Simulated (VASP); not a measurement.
# Mo (R-3m) in VASP: a series of runs

Runs on Mo. Level: LDA. Tasks: single point.

All numbers are computed with VASP 6.6.1; they aren't measurements. Logs are shortened: lines on timing, memory, paths and dates and some standing lists are left out, and cuts for length are marked.

### 1 The cell of the first run

It takes space group R-3m (No. 166, trigonal). Conventional cell: a = 4.739 Å, b = 4.739 Å, c = 1.951 Å, α = 90.00°, β = 90.00°, γ = 120.00°. Within 2.6 Å of Mo (site symmetry -3m) lie 2 Mo at 1.95 Å.

### 2 Single point, LDA

The input, INCAR:

```
SYSTEM = Mo
PREC = Accurate
ENCUT = 520
EDIFF = 1E-7
ISMEAR = 0
SIGMA = 0.15
LREAL = .False.
LASPH = .True.
NELM = 60
ALGO = Fast
ISIF = 2
LWAVE = .False.
LCHARG = .False.
NBANDS = 13
```

The input, KPOINTS:

```
Automatic mesh
0
Gamma
  22 22 22
  0 0 0
```

The input, POSCAR:

```
Mo
1.0
   -1.8582731760      1.4924823630      1.4924823630
    1.4924823630     -1.8582731760      1.4924823630
    1.4924823630      1.4924823630     -1.8582731760
Mo
1
Direct
    0.0000000000      0.0000000000      0.0000000000
```

Potentials or basis: VASP PAW LDA potentials, release 64 (Mo_sv).

On the command line:

```sh
$ cat potpaw_LDA.64/Mo_sv/POTCAR > POTCAR
$ mpirun -np 1 vasp_std > vasp.out
```

OUTCAR:

```text
SYSTEM = Mo
   PREC = Accurate
   ENCUT = 520
   EDIFF = 1E-7
   ISMEAR = 0
   LREAL = .False.
   LASPH = .True.
   NELM = 60
   ISIF = 2

 ion  position               nearest neighbor table
   1  0.000  0.000  0.000-

  LATTYP: Found a trigonal (rhomboedric) cell.
 ALAT       =     2.8121497834
 COS(alpha) =    -0.4197392560

  Lattice vectors:

 A1 = (  -1.8582731760,   1.4924823630,   1.4924823630)
 A2 = (   1.4924823630,  -1.8582731760,   1.4924823630)
 A3 = (   1.4924823630,   1.4924823630,  -1.8582731760)

Analysis of symmetry for initial positions (statically):
=====================================================================
 Subroutine PRICEL returns:
 Original cell was already a primitive cell.

 Routine SETGRP: Setting up the symmetry group for a
 trigonal (rhombohedral) supercell.

 Subroutine GETGRP returns: Found 12 space group operations
 (whereof 12 operations were pure point group operations)
 out of a pool of 12 trial point group operations.

The static configuration has the point symmetry D_3d.

Analysis of symmetry for dynamics (positions and initial velocities):
=====================================================================
 Subroutine PRICEL returns:
 Original cell was already a primitive cell.

 Routine SETGRP: Setting up the symmetry group for a
 trigonal (rhombohedral) supercell.

 Subroutine GETGRP returns: Found 12 space group operations
 (whereof 12 operations were pure point group operations)
 out of a pool of 12 trial point group operations.

The dynamic configuration has the point symmetry D_3d.

 Subroutine INISYM returns: Found 12 space group operations
 (whereof 12 operations are pure point group operations),
 and found     1 'primitive' translations

----------------------------------------------------------------------------------------

                                     Primitive cell

  volume of cell :      12.6500

  direct lattice vectors                    reciprocal lattice vectors
    -1.858273176  1.492482363  1.492482363     0.096891351  0.395331505  0.395331505
     1.492482363 -1.858273176  1.492482363     0.395331505  0.096891351  0.395331505
     1.492482363  1.492482363 -1.858273176     0.395331505  0.395331505  0.096891351

  length of vectors
     2.812149783  2.812149783  2.812149783     0.567416895  0.567416895  0.567416895

  position of ions in fractional coordinates (direct lattice)
     0.000000000  0.000000000  0.000000000
[... 78 lines left out ...]
   EDIFFG = 0.1E-05   stopping-criterion for IOM
   NSW    =      0    number of steps for IOM
   IBRION =     -1    ionic relax: 0-MD 1-quasi-New 2-CG
   NFREE  =      0    steps in history (QN), initial steepest desc. (CG)
   ISIF   =      2    stress and relaxation
   ISYM   =      2    0-nonsym 1-usesym 2-fastsym
   POTIM  = 0.5000    time-step for ionic-motion
   TEBEG  =    0.0;   TEEND  =   0.0 temperature during run
   PSTRESS=    0.0 pullay stress
   NELECT =      14.0000    total number of electrons
   NUPDOWN=      -1.0000    fix difference up-down
   EMIN   =  10.00;   EMAX   =-10.00  energy-range for DOS
   EFERMI =   0.00;   METHOD = LEGACY
   ISMEAR =     0;   SIGMA  =   0.15  broadening in eV -4-tet -1-fermi 0-gaus
   EFERMI_NEDOS =   21; number of points for ismear=-14 and -15
   IALGO  =     68    algorithm
   IMIX   =      4    mixing-type and parameters
     AMIX     =   0.40;   BMIX     =  1.00
     AMIX_MAG =   1.60;   BMIX_MAG =  1.00
  volume/ion in A,a.u.               =      12.65        85.37
  Fermi-wavevector in a.u.,A,eV,Ry     =   1.693378  3.200021 39.015117  2.867530
  Thomas-Fermi vector in A             =   2.774795
   LORBIT       =      0    0 simple, 1 ext, 2 COOP (PROOUT), +10 PAW based schemes
   GGA     = CA    functional components
   LHFCALC =     F    Hartree Fock is set to
   AEXX    =    0.0000 exact exchange contribution
   IVDW    =     0    specifies the selected vdW correction
   LEPSILON=     F    determine dielectric tensor
   LRPA    =     F    only Hartree local field effects (RPA)
 non-spin polarized calculation
 RMM-DIIS sequential band-by-band and
 Gauss-broadening in eV      SIGMA  =   0.15
  energy-cutoff  :      520.00
  volume of cell :       12.65
 maximum number of plane-waves:       359
 NGX is ok and might be reduce to    24
   NGX = 11   NGY = 11   NGZ = 11

 number of electron      13.9999999 magnetization

 Free energy of the ion-electron system (eV)
  ---------------------------------------------------
  ext. energy  EPLUGINS =         0.00000000
  ---------------------------------------------------
  free energy    TOTEN  =        -8.81407516 eV

  energy without entropy =       -8.80605475  energy(sigma->0) =       -8.81006496

 E-fermi :  16.1665     XC(G=0): -14.6254

 val. band max:       16.1645563814   @ k =  -0.0909  -0.4091   0.0455
 cond. band min:      16.1668523269   @ k =   0.5000   0.2273   0.0455
 fundamental gap:      0.0022959455
 Fermi energy:        16.1664877405

 k-point     1 :       0.0000    0.0000    0.0000
  band No.  band energies     occupation
      1     -46.4202      2.00000
      2     -19.1760      2.00000
      3     -19.1760      2.00000
      4     -14.3868      2.00000
      5       7.1580      2.00000
      6      11.1745      2.00000
      7      13.3211      2.00000
      8      13.3211      2.00000
      9      23.2172      0.00000
     10      23.2172      0.00000
     11      26.7173      0.00000
     12      35.2315      0.00000
     13      35.2315      0.00000
[... 354 lines left out ...]
  band No.  band energies     occupation
      1     -43.7543      2.00000
      2     -24.3183      2.00000
      3     -18.2990      2.00000
      4     -17.8351      2.00000
      5       8.8117      2.00000
      6      10.9972      2.00000
      7      16.1869      0.84720
      8      17.0498      0.00000
      9      20.1250      0.00000
     10      23.5084      0.00000
     11      28.4210      0.00000
     12      35.0503      0.00000
     13      36.1810      0.00000

 [... further k-points ...]
[... 5 lines left out ...]
  --------------------------------------------------------------------------------------
  -------------------------------------------------------------------------------------
  Total       11.9984438     11.9984438     11.9984438      9.4452905      9.4452905      9.4452905
  in kB     1519.6549092   1519.6549092   1519.6549092   1196.2869834   1196.2869834   1196.2869834
  external PRESSURE =    1519.6549092 kB  Pullay stress =       0.0000000 kB

 VOLUME and BASIS-vectors are now :
 -----------------------------------------------------------------------------
  energy-cutoff  :      520.00
  volume of cell :       12.65
      direct lattice vectors                 reciprocal lattice vectors
    -1.858273176  1.492482363  1.492482363     0.096891351  0.395331505  0.395331505
     1.492482363 -1.858273176  1.492482363     0.395331505  0.096891351  0.395331505
     1.492482363  1.492482363 -1.858273176     0.395331505  0.395331505  0.096891351

 POSITION                                       TOTAL-FORCE (eV/Angst)
 -----------------------------------------------------------------------------------
      0.00000      0.00000      0.00000         0.000000      0.000000     -0.000000
 -----------------------------------------------------------------------------------
    total drift:                               -0.000000      0.000000     -0.000000

  FREE ENERGIE OF THE ION-ELECTRON SYSTEM (eV)
  ---------------------------------------------------
  free  energy   TOTEN  =        -8.8140751602 eV

  energy  without entropy=       -8.8060547542  energy(sigma->0) =       -8.81006496
```

OSZICAR:

```text
N       E                     dE             d eps       ncg     rms          rms(c)
DAV:   1     0.103958194590E+03    0.10396E+03   -0.80319E+03 26839   0.114E+03
DAV:   2    -0.783254868741E+01   -0.11179E+03   -0.10721E+03 29524   0.334E+02
DAV:   3    -0.909572322538E+01   -0.12632E+01   -0.12606E+01 30319   0.368E+01
DAV:   4    -0.909874904675E+01   -0.30258E-02   -0.30258E-02 29649   0.210E+00
DAV:   5    -0.909876786190E+01   -0.18815E-04   -0.18816E-04 30534   0.151E-01    0.468E+01
RMM:   6    -0.887287798448E+01    0.22589E+00   -0.15061E-01 26881   0.405E+00    0.246E+01
RMM:   7    -0.881528257394E+01    0.57595E-01   -0.11351E-01 28256   0.346E+00    0.173E+00
RMM:   8    -0.881423051513E+01    0.10521E-02   -0.14273E-02 29316   0.134E+00    0.179E-01
RMM:   9    -0.881410677693E+01    0.12374E-03   -0.91898E-04 30882   0.361E-01    0.119E-01
RMM:  10    -0.881407423816E+01    0.32539E-04   -0.14520E-04 30294   0.150E-01    0.290E-02
RMM:  11    -0.881407509643E+01   -0.85827E-06   -0.16645E-05 31021   0.510E-02    0.102E-02
RMM:  12    -0.881407512049E+01   -0.24059E-07   -0.21960E-06 30914   0.193E-02    0.113E-03
RMM:  13    -0.881407516020E+01   -0.39702E-07   -0.49638E-07 24848   0.872E-03
   1 F= -.88140752E+01 E0= -.88100650E+01  d E =-.802041E-02
```

stdout:

```text
POSCAR found type information on POSCAR Mo
 POSCAR found :  1 types and       1 ions
 scaLAPACK will be used
 LDA part: xc-table for (Slater(with rela. corr.)+CA(PZ))
 , standard interpolation
 POSCAR, INCAR and KPOINTS ok, starting setup
 FFT: planning ... GRIDC
 FFT: planning ... GRID_SOFT
 FFT: planning ... GRID
 WAVECAR not read
 entering main loop
WARNING in EDDRMM: call to ZHEGV failed, returncode =   8  4     13
WARNING in EDDRMM: call to ZHEGV failed, returncode =   6  3     13
```

It took 83 s on 1 thread of Intel Xeon 6975P-C (Granite Rapids), shared host; peak memory 0.27 GiB.

What came out:

```
Free energy            : -8.8141 eV
Pressure               : 152.0 GPa
Band gap on the k mesh : zero (band 7 reaches 19.07 eV, above the bottom of band 8 at 13.32 eV)
```

Levels at points of the mesh, in eV from the Fermi level:
```csv
k point,band 3,band 4,band 5,band 6,band 7,band 8,band 9,band 10,band 11,band 12
"(0.00, 0.00, 0.00)",-35.34,-30.55,-9.01,-4.99,-2.85,-2.85,7.05,7.05,10.55,19.07
"(0.50, 0.00, 0.00)",-34.31,-33.85,-7.90,-5.73,0.69,1.78,4.71,6.19,11.27,18.94
"(0.50, 0.50, 0.00)",-35.67,-30.61,-7.33,-5.82,0.52,2.72,7.26,7.99,10.14,12.50
"(0.50, 0.50, 0.50)",-34.46,-34.46,-8.23,-8.23,2.90,2.90,9.60,9.64,9.64,15.61
```

(Continued in part 2 of 2.)
